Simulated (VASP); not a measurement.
# WC (P1) in VASP: a series of runs, part 2 of 2

VASP 6.6.1. Earlier steps stand in the parts before.

## Step 4: Single point, PBE

This run uses another cell than the first one, of 10.60 Å³/atom, 1.022 times its volume.

File INCAR:

```
SYSTEM = WC
  PREC = Accurate
  ENCUT = 520
  EDIFF = 1E-7
  ISMEAR = -1
  SIGMA = 0.17
  LREAL = Auto
  LASPH = .TRUE.
  NELM = 100
  ALGO = Normal
  ISIF = 2
  LWAVE = .FALSE.
  LCHARG = .TRUE.
  GGA = PE
  LELF = .TRUE.
  LVHAR = .TRUE.
  NBANDS = 86
```

File KPOINTS:

```
regular mesh
0
G
  2 2 2
  0 0 0
```

File POSCAR:

```
WC
1.0
   -2.9218580000     -5.0608060000      0.0000000000
    4.3827860000     -2.5304030000      0.0000000000
    0.0000000000      0.0000000000      5.7354600000
W C
8 8
Direct
    0.7108010688      0.5200253422     -0.0285417386
    0.6933962592      0.5150389289      0.4684541432
    0.4373708691     -0.0043270256     -0.0562465783
    0.4691728412      0.0111473431      0.4299393597
    0.2168233927      0.5024491646     -0.0568045109
    0.2155743962      0.5021412805      0.4808158369
   -0.0454997593      0.0155965097     -0.0399096149
   -0.0526853736      0.0036873394      0.4548371011
    0.4296651465      0.7197067221      0.2573115321
    0.4717476663      0.6551037839      0.7094287119
    0.2017339957      0.1617779397      0.1866981899
    0.2148540038      0.1666001694      0.7133168046
   -0.0477163108      0.6872751067      0.2027561869
   -0.0302354587      0.6791470729      0.6843391812
    0.6964052745      0.1657158991      0.1657931535
    0.6977368301      0.1479168590      0.6918015294
```

Potentials or basis: VASP PAW PBE potentials, release 64 (W_sv, C).

Command:

```
$ cat potpaw_PBE.64/W_sv/POTCAR potpaw_PBE.64/C/POTCAR > POTCAR
$ mpirun -np 1 vasp_std > vasp.out
```

OUTCAR:

```text
SYSTEM = WC
   PREC = Accurate
   ENCUT = 520
   EDIFF = 1E-7
   ISMEAR = -1
   LREAL = Auto
   LASPH = .TRUE.
   NELM = 100
   ISIF = 2
   GGA = PE

 ion  position               nearest neighbor table
   1  0.711  0.520  0.971-  15 2.11  13 2.11  10 2.16  14 2.38  16 2.47   9 2.53   2 2.85   7 2.88
                             2 2.89   5 2.89   3 2.89   7 2.92   5 2.96   3 3.10
   2  0.693  0.515  0.468-  10 2.02  14 2.20   9 2.22  16 2.26  13 2.32  15 2.48   6 2.79   4 2.84
                             1 2.85   4 2.88   8 2.89   1 2.89   8 2.98   6 3.05
   3  0.437  0.996  0.944-  12 2.05  11 2.13  15 2.16  10 2.19  16 2.24   9 2.28   4 2.80   5 2.81
                             7 2.83   5 2.87   1 2.89   4 2.95   7 3.03   1 3.10
[... 927 lines left out ...]
  external PRESSURE =     109.3470475 kB  Pullay stress =       0.0000000 kB

 VOLUME and BASIS-vectors are now :
 -----------------------------------------------------------------------------
  energy-cutoff  :      520.00
  volume of cell :      169.62
      direct lattice vectors                 reciprocal lattice vectors
    -2.921858000 -5.060806000  0.000000000    -0.085562010 -0.148197729  0.000000000
     4.382786000 -2.530403000  0.000000000     0.171124020 -0.098798509  0.000000000
     0.000000000  0.000000000  5.735460000     0.000000000  0.000000000  0.174353932

 POSITION                                       TOTAL-FORCE (eV/Angst)
 -----------------------------------------------------------------------------------
      0.20230     -4.91310      5.57176        -1.118369      0.855473     -2.207967
      0.23130     -4.81240      2.68680        -2.549017     -1.984056     -1.833124
      3.08589     -4.73290      5.41286        -0.934275     -2.663925      0.474367
     -1.32200     -2.40260      2.46590         5.201616     -0.904434      6.029216
      1.56860     -2.36870      5.40966         1.482589      0.951822      3.666342
      1.57090     -2.36160      2.75770         1.139439      1.370507     -4.676724
[... 8 lines left out ...]
     -1.30850     -3.94370      0.95090         1.087607     -0.369494      2.749069
     -1.39040     -3.90540      3.96780         1.021992     -1.614184      1.062437
 -----------------------------------------------------------------------------------
    total drift:                                0.007894     -0.008560      0.009479

  FREE ENERGIE OF THE ION-ELECTRON SYSTEM (eV)
  ---------------------------------------------------
  free  energy   TOTEN  =      -174.5616154876 eV

  energy  without entropy=     -174.1512671695  energy(sigma->0) =     -174.35644133
```

OSZICAR:

```text
N       E                     dE             d eps       ncg     rms          rms(c)
DAV:   1     0.194752490444E+04    0.19475E+04   -0.78286E+04  1376   0.192E+03
DAV:   2     0.380821102086E+00   -0.19471E+04   -0.18837E+04  1384   0.618E+02
DAV:   3    -0.190315202950E+03   -0.19070E+03   -0.18107E+03  1622   0.169E+02
DAV:   4    -0.199117128695E+03   -0.88019E+01   -0.86122E+01  1632   0.325E+01
DAV:   5    -0.199368517112E+03   -0.25139E+00   -0.25021E+00  1688   0.535E+00    0.924E+01
DAV:   6    -0.175301898708E+03    0.24067E+02   -0.15101E+02  1700   0.399E+01    0.282E+01
DAV:   7    -0.174880039109E+03    0.42186E+00   -0.10449E+01  1656   0.137E+01    0.149E+01
DAV:   8    -0.174713327520E+03    0.16671E+00   -0.25844E+00  1688   0.901E+00    0.518E+00
DAV:   9    -0.174563553791E+03    0.14977E+00   -0.66531E-01  1714   0.438E+00    0.893E-01
DAV:  10    -0.174561993643E+03    0.15601E-02   -0.73779E-02  1688   0.140E+00    0.396E-01
DAV:  11    -0.174561654755E+03    0.33889E-03   -0.10205E-02  1672   0.466E-01    0.215E-01
DAV:  12    -0.174561601934E+03    0.52820E-04   -0.14257E-03  1672   0.226E-01    0.717E-02
DAV:  13    -0.174561618185E+03   -0.16250E-04   -0.27711E-04  1792   0.109E-01    0.305E-02
DAV:  14    -0.174561619131E+03   -0.94629E-06   -0.44732E-05  1736   0.444E-02    0.169E-02
DAV:  15    -0.174561616992E+03    0.21392E-05   -0.89392E-06  1632   0.201E-02    0.672E-03
DAV:  16    -0.174561615820E+03    0.11714E-05   -0.28719E-06  1752   0.899E-03    0.287E-03
DAV:  17    -0.174561615539E+03    0.28151E-06   -0.29348E-07  1168   0.394E-03    0.122E-03
DAV:  18    -0.174561615488E+03    0.51245E-07   -0.10542E-07   848   0.173E-03
   1 F= -.17456162E+03 E0= -.17435644E+03  d E =-.410348E+00
```

stdout:

```text
POSCAR found type information on POSCAR W C
 POSCAR found :  2 types and      16 ions
 scaLAPACK will be used
 LDA part: xc-table for (Slater+PW92), standard interpolation
 POSCAR, INCAR and KPOINTS ok, starting setup
 FFT: planning ... GRIDC
 FFT: planning ... GRID_SOFT
 FFT: planning ... GRID
 WAVECAR not read
 entering main loop
```

Wall time 3.5 min (1 thread of AMD EPYC 9R45 (Zen 5), shared host); peak memory 0.29 GiB.

Results:

| Item | Value |
| --- | --- |
| Free energy | -174.5616 eV |
| Pressure | 10.9 GPa |
| Largest force | 10.106 eV/Å |
| Band gap on the k mesh | zero (band 72 reaches 11.21 eV, above the bottom of band 73 at 11.18 eV) |

Forces on the atoms (eV/Å):
```
W   -1.118  0.855 -2.208
W   -2.549 -1.984 -1.833
W   -0.934 -2.664  0.474
W    5.202 -0.904  6.029
W    1.483  0.952  3.666
W    1.139  1.371 -4.677
W   -1.261  0.990 -2.313
W   -0.022 -1.586 -0.558
C   -7.015  3.273 -6.497
C    1.470  0.267  1.085
C    1.465 -1.014  1.799
C    0.552  0.781 -1.718
C   -0.794  0.283  0.384
C    0.272  1.363  2.554
C    1.088 -0.369  2.749
C    1.022 -1.614  1.062
```

Levels at points of the mesh, in eV from the Fermi level:
```
           k point  band 68  band 69  band 70  band 71  band 72  band 73  band 74  band 75  band 76  band 77
(0.00, 0.00, 0.00)    -1.25    -1.13    -0.50    -0.40    -0.25    -0.05     0.71     1.00     1.59     1.68
(0.50, 0.00, 0.00)    -1.71    -1.18    -0.95    -0.26    -0.11     0.18     0.40     0.60     0.75     1.41
(0.00, 0.50, 0.00)    -1.81    -1.05    -0.85    -0.25    -0.02     0.84     1.01     1.35     1.76     1.99
(0.50, 0.50, 0.00)    -1.97    -1.86    -1.66    -1.50    -1.09     0.96     1.17     1.43     1.65     1.96
(0.00, 0.00, 0.50)    -1.49    -1.28    -1.14    -0.20    -0.02     0.32     0.47     0.63     0.77     2.07
(0.50, 0.00, 0.50)    -1.53    -1.33    -1.30    -1.05    -0.85     0.01     0.10     0.46     0.52     1.84
(0.00, 0.50, 0.50)    -1.65    -1.49    -1.32    -1.15    -0.95     0.55     0.67     0.85     0.94     1.87
(0.50, 0.50, 0.50)    -1.81    -1.68    -1.56    -1.50    -1.15     0.76     0.99     1.20     1.41     1.64
```

Caveat: the k points lie up to 0.62 Å⁻¹ apart; spin-orbit coupling is left out, which moves the levels of the heavy elements; forces of over 1 eV/Å act on the atoms, so gaps and moduli don't describe the material at rest.

## Step 5: Single point, PBE

This run uses another cell than the first one, of 10.83 Å³/atom, 1.044 times its volume.

File INCAR:

```
SYSTEM = WC
PREC     = Accurate       ! precision mode
ENCUT    = 520            ! plane-wave cutoff, eV
EDIFF    = 1E-6           ! SCF threshold, eV
ISMEAR   = -1             ! smearing method
SIGMA    = 0.17           ! smearing width, eV
LREAL    = Auto         
LASPH    = .TRUE.         ! aspherical terms in the spheres
NELM     = 100            ! most SCF steps
ALGO     = Normal         ! electronic algorithm
ISIF     = 2              ! what is computed and relaxed
LWAVE    = .FALSE.        ! write WAVECAR
LCHARG   = .FALSE.        ! write CHGCAR
GGA      = PE             ! functional
NBANDS   = 86             ! bands
```

File KPOINTS:

```
Automatic mesh
0
G
  2 2 2
  0 0 0
```

File POSCAR:

```
WC
1.0
   -2.9424650000     -5.0964980000      0.0000000000
    4.4136960000     -2.5482490000      0.0000000000
    0.0000000000      0.0000000000      5.7759100000
W C
8 8
Direct
    0.7069543947      0.5198111884     -0.0287919999
    0.7123263836      0.5210362137      0.4469079331
    0.4715060690      0.0280468127     -0.0532037376
    0.4614032042      0.0041830655      0.4769118632
    0.2135019176      0.5008097341     -0.0260738135
    0.2012498159      0.5106764353      0.4541622013
   -0.0373611706      0.0060869763     -0.0526497123
   -0.0416262592      0.0124195661      0.4564475555
    0.4500941539      0.6893737798      0.2315998691
    0.4455428515      0.6846629778      0.6832343302
    0.1845761740      0.1340166908      0.2070842517
    0.2144730843      0.1795500968      0.7111087257
   -0.0413875450      0.6616039250      0.2231682973
   -0.0230914360      0.6792842683      0.7368535867
    0.7063453658      0.1809133472      0.2199307122
    0.7113558749      0.1567257384      0.7324906378
```

Potentials or basis: VASP PAW PBE potentials, release 64 (W_sv, C).

Command:

```
$ cat potpaw_PBE.64/W_sv/POTCAR potpaw_PBE.64/C/POTCAR > POTCAR
$ mpirun -np 1 vasp_std > vasp.out
```

OUTCAR:

```text
SYSTEM = WC
   PREC = Accurate
   ENCUT = 520
   EDIFF = 1E-6
   ISMEAR = -1
   LREAL = Auto
   LASPH = .TRUE.
   NELM = 100
   ISIF = 2
   GGA = PE

 ion  position               nearest neighbor table
   1  0.707  0.520  0.971-  13 2.20  14 2.24  15 2.25   9 2.30  16 2.31  10 2.42   2 2.75   3 2.87
                             7 2.90   5 2.91   3 2.94   5 2.98   7 3.02   2 3.03
   2  0.712  0.521  0.447-  13 2.07   9 2.16  15 2.17  10 2.24  14 2.42  16 2.48   1 2.75   4 2.88
                             6 2.88   8 2.89   8 2.97   6 3.01   4 3.02   1 3.03
   3  0.472  0.028  0.947-  16 1.99  12 2.18  15 2.24  11 2.32  10 2.32   9 2.39   4 2.72   5 2.85
                             1 2.87   7 2.89   1 2.94   7 3.00   4 3.06   5 3.09
   4  0.461  0.004  0.477-  10 2.02   9 2.14  12 2.18  16 2.22  15 2.26  11 2.35   3 2.72   2 2.88
                             8 2.93   6 2.95   8 2.96   6 3.00   2 3.02   3 3.06
   5  0.214  0.501  0.974-  14 2.15  12 2.23  13 2.23   9 2.25  11 2.31  10 2.36   6 2.78   3 2.85
                             1 2.91   7 2.93   7 2.97   1 2.98   6 3.00   3 3.09
   6  0.201  0.511  0.454-  13 2.10  10 2.15   9 2.15  12 2.25  14 2.27  11 2.39   5 2.78   2 2.88
                             8 2.91   8 2.93   4 2.95   5 3.00   4 3.00   2 3.01
   7  0.963  0.006  0.947-  14 2.06  16 2.08  11 2.09  12 2.20  15 2.36  13 2.37   8 2.84   3 2.89
                             1 2.90   5 2.93   8 2.94   5 2.97   3 3.00   1 3.02
   8  0.958  0.012  0.456-  11 2.06  15 2.19  13 2.24  12 2.27  16 2.28  14 2.35   7 2.84   2 2.89
                             6 2.91   4 2.93   6 2.93   7 2.94   4 2.96   2 2.97
   9  0.450  0.689  0.232-   4 2.14   6 2.15   2 2.16   5 2.25   1 2.30   3 2.39
  10  0.446  0.685  0.683-   4 2.02   6 2.15   2 2.24   3 2.32   5 2.36   1 2.42
  11  0.185  0.134  0.207-   8 2.06   7 2.09   5 2.31   3 2.32   4 2.35   6 2.39
  12  0.214  0.180  0.711-   3 2.18   4 2.18   7 2.20   5 2.23   6 2.25   8 2.27
  13  0.959  0.662  0.223-   2 2.07   6 2.10   1 2.20   5 2.23   8 2.24   7 2.37
  14  0.977  0.679  0.737-   7 2.06   5 2.15   1 2.24   6 2.27   8 2.35   2 2.42
  15  0.706  0.181  0.220-   2 2.17   8 2.19   3 2.24   1 2.25   4 2.26   7 2.36
  16  0.711  0.157  0.732-   3 1.99   7 2.08   4 2.22   8 2.28   1 2.31   2 2.48

  LATTYP: Found a simple orthorhombic cell.
 ALAT       =     5.0964973606
 B/A-ratio  =     1.1333097206
 C/A-ratio  =     1.1547007331

  Lattice vectors:

 A1 = (   4.4136960000,  -2.5482490000,   0.0000000000)
 A2 = (   0.0000000000,   0.0000000000,   5.7759100000)
[... 173 lines left out ...]
 maximum number of plane-waves:      4704
 NGX is ok and might be reduce to    48

 number of electron     143.9999999 magnetization

 Free energy of the ion-electron system (eV)
  ---------------------------------------------------
  ext. energy  EPLUGINS =         0.00000000
  ---------------------------------------------------
  free energy    TOTEN  =      -176.33081705 eV

  energy without entropy =     -175.94512276  energy(sigma->0) =     -176.13796990

 E-fermi :  10.9116     XC(G=0): -13.5447

 val. band max:       10.8295456332   @ k =   0.0000   0.0000   0.0000
 cond. band min:      10.9206864012   @ k =   0.5000  -0.0000   0.0000
 fundamental gap:      0.0911407680
 Fermi energy:        10.9116265745

 k-point     1 :       0.0000    0.0000    0.0000
  band No.  band energies     occupation
      1     -63.6212      2.00000
      2     -63.5893      2.00000
      3     -63.5533      2.00000
      4     -63.5336      2.00000
      5     -63.4591      2.00000
      6     -63.4314      2.00000
[... 685 lines left out ...]
     83      14.1067      0.00000
     84      14.2469      0.00000
 [bands above 84 left out]

------------------------ aborting loop because EDIFF is reached ----------------------------------------

  FORCE on cell =-STRESS in cart. coord.  units (eV):
  Direction    XX          YY          ZZ          XY          YZ          ZX
  --------------------------------------------------------------------------------------
  -------------------------------------------------------------------------------------
  Total       -2.1457263      0.8241663     -3.8380477     -0.4751693      1.5790930     -1.0695010
  in kB      -19.8450154      7.6224043    -35.4966596     -4.3946619     14.6044371     -9.8914121
  external PRESSURE =     -15.9064236 kB  Pullay stress =       0.0000000 kB

 VOLUME and BASIS-vectors are now :
 -----------------------------------------------------------------------------
  energy-cutoff  :      520.00
  volume of cell :      173.23
      direct lattice vectors                 reciprocal lattice vectors
    -2.942465000 -5.096498000  0.000000000    -0.084962799 -0.147159861  0.000000000
     4.413696000 -2.548249000  0.000000000     0.169925599 -0.098106607  0.000000000
     0.000000000  0.000000000  5.775910000     0.000000000  0.000000000  0.173132892

 POSITION                                       TOTAL-FORCE (eV/Angst)
 -----------------------------------------------------------------------------------
      0.21410     -4.92760      5.60961        -0.473088      0.233726     -1.803229
      0.20370     -4.95810      2.58130        -0.784138      1.456911      3.237882
     -1.26360     -2.47450      5.46861        -1.135401      3.524743      3.873573
     -1.33920     -2.36220      2.75460         1.999444     -0.534265     -3.726924
      1.58220     -2.36430      5.62531         0.893764     -0.429675     -1.589514
      1.66180     -2.32700      2.62320        -0.922770     -0.278911      1.740635
[... 8 lines left out ...]
     -1.27990     -4.06090      1.27030        -0.212164      0.175437     -0.490239
     -1.40140     -4.02480      4.23080         1.643813     -2.099511     -2.594406
 -----------------------------------------------------------------------------------
    total drift:                               -0.001394     -0.008963      0.012289

  FREE ENERGIE OF THE ION-ELECTRON SYSTEM (eV)
  ---------------------------------------------------
  free  energy   TOTEN  =      -176.3308170524 eV

  energy  without entropy=     -175.9451227555  energy(sigma->0) =     -176.13796990
```

OSZICAR:

```text
N       E                     dE             d eps       ncg     rms          rms(c)
DAV:   1     0.190907511658E+04    0.19091E+04   -0.78388E+04  1376   0.191E+03
DAV:   2    -0.584925348987E+01   -0.19149E+04   -0.18559E+04  1376   0.611E+02
DAV:   3    -0.192324181529E+03   -0.18647E+03   -0.17726E+03  1640   0.166E+02
DAV:   4    -0.200828421878E+03   -0.85042E+01   -0.83317E+01  1632   0.317E+01
DAV:   5    -0.201076409764E+03   -0.24799E+00   -0.24708E+00  1680   0.526E+00    0.868E+01
DAV:   6    -0.177109382860E+03    0.23967E+02   -0.15544E+02  1676   0.395E+01    0.256E+01
DAV:   7    -0.176560235326E+03    0.54915E+00   -0.96849E+00  1632   0.121E+01    0.138E+01
DAV:   8    -0.176446878596E+03    0.11336E+00   -0.18648E+00  1680   0.825E+00    0.385E+00
DAV:   9    -0.176331508542E+03    0.11537E+00   -0.49879E-01  1712   0.384E+00    0.755E-01
DAV:  10    -0.176331107783E+03    0.40076E-03   -0.63741E-02  1680   0.118E+00    0.401E-01
DAV:  11    -0.176330876219E+03    0.23156E-03   -0.64024E-03  1760   0.435E-01    0.204E-01
DAV:  12    -0.176330815932E+03    0.60288E-04   -0.16301E-03  1728   0.235E-01    0.554E-02
DAV:  13    -0.176330824032E+03   -0.81004E-05   -0.20581E-04  1760   0.988E-02    0.250E-02
DAV:  14    -0.176330820205E+03    0.38271E-05   -0.30737E-05  1736   0.362E-02    0.183E-02
DAV:  15    -0.176330817882E+03    0.23236E-05   -0.63573E-06  1520   0.173E-02    0.714E-03
DAV:  16    -0.176330817052E+03    0.82922E-06   -0.11138E-06   856   0.624E-03
   1 F= -.17633082E+03 E0= -.17613797E+03  d E =-.385694E+00
```

stdout:

```text
POSCAR found type information on POSCAR W C
 POSCAR found :  2 types and      16 ions
 scaLAPACK will be used
 LDA part: xc-table for (Slater+PW92), standard interpolation
 POSCAR, INCAR and KPOINTS ok, starting setup
 FFT: planning ... GRIDC
 FFT: planning ... GRID_SOFT
 FFT: planning ... GRID
 WAVECAR not read
 entering main loop
```

Wall time 3.2 min (1 thread of AMD EPYC 9R45 (Zen 5), shared host); peak memory 0.29 GiB.

Results:

| Quantity | Value |
| --- | --- |
| Free energy | -176.3308 eV |
| Pressure | -1.6 GPa |
| Largest force | 5.359 eV/Å |
| Band gap on the k mesh | zero (band 72 reaches 10.96 eV, above the bottom of band 73 at 10.83 eV) |

Forces on the atoms (eV/Å):
```
W   -0.473  0.234 -1.803
W   -0.784  1.457  3.238
W   -1.135  3.525  3.874
W    1.999 -0.534 -3.727
W    0.894 -0.430 -1.590
W   -0.923 -0.279  1.741
W   -0.063  0.119  2.267
W   -0.352  0.687  0.980
C   -1.016 -0.071 -1.921
C   -1.822 -0.396  3.003
C    1.251 -3.711  0.255
C    0.285  0.380 -0.086
C    0.999 -0.525 -1.421
C   -0.293  1.468 -1.725
C   -0.212  0.175 -0.490
C    1.644 -2.100 -2.594
```

Levels at points of the mesh, in eV from the Fermi level:
```tsv
k point	band 70	band 71	band 72	band 73	band 74	band 75
(0.00, 0.00, 0.00)	-0.60	-0.56	-0.37	-0.08	0.72	0.92
(0.50, 0.00, 0.00)	-0.98	-0.28	0.01	0.22	0.52	0.56
(0.00, 0.50, 0.00)	-0.85	-0.40	-0.23	0.91	1.08	1.68
(0.50, 0.50, 0.00)	-1.65	-1.58	-1.41	1.25	1.44	1.51
(0.00, 0.00, 0.50)	-1.18	-0.11	0.05	0.26	0.44	0.55
(0.50, 0.00, 0.50)	-1.16	-1.04	-0.91	0.11	0.27	0.30
(0.00, 0.50, 0.50)	-1.34	-1.22	-1.15	0.53	0.65	0.87
(0.50, 0.50, 0.50)	-1.59	-1.55	-1.29	1.04	1.15	1.39
```

Caveat: the k points lie up to 0.62 Å⁻¹ apart; spin-orbit coupling is left out, which moves the levels of the heavy elements; forces of over 1 eV/Å act on the atoms, so gaps and moduli don't describe the material at rest.

## Step 6: The runs side by side

| cell | gap on the mesh (eV) | pressure (GPa) | largest force (eV/Å) |
| --- | --- | --- | --- |
| a = 5.802, b = 5.024, c = 5.694 Å, 16 atoms | none | 16.7 | 6.52 |
| a = 5.844, b = 5.061, c = 5.735 Å, 16 atoms | none | 10.9 | 10.11 |
| a = 5.885, b = 5.096, c = 5.776 Å, 16 atoms | none | -1.6 | 5.36 |

Some of these runs hold the atoms at other places in the same cell, which the table doesn't show; runs alike in all that it shows share one row.

Alike in all rows: task single point; level PBE; potentials or basis VASP PAW PBE potentials, release 64 (W_sv, C); no spin polarisation; k mesh 2 × 2 × 2; cutoff (eV) 520; smearing fermi-dirac 0.17 eV.

Caveats: all runs use coarse meshes; spin-orbit coupling is left out, which moves the levels of the heavy elements; forces of over 1 eV/Å act on the atoms, so gaps and moduli don't describe the material at rest.

Total energies depend on the potentials used, so only differences within one code and one set of settings carry meaning.
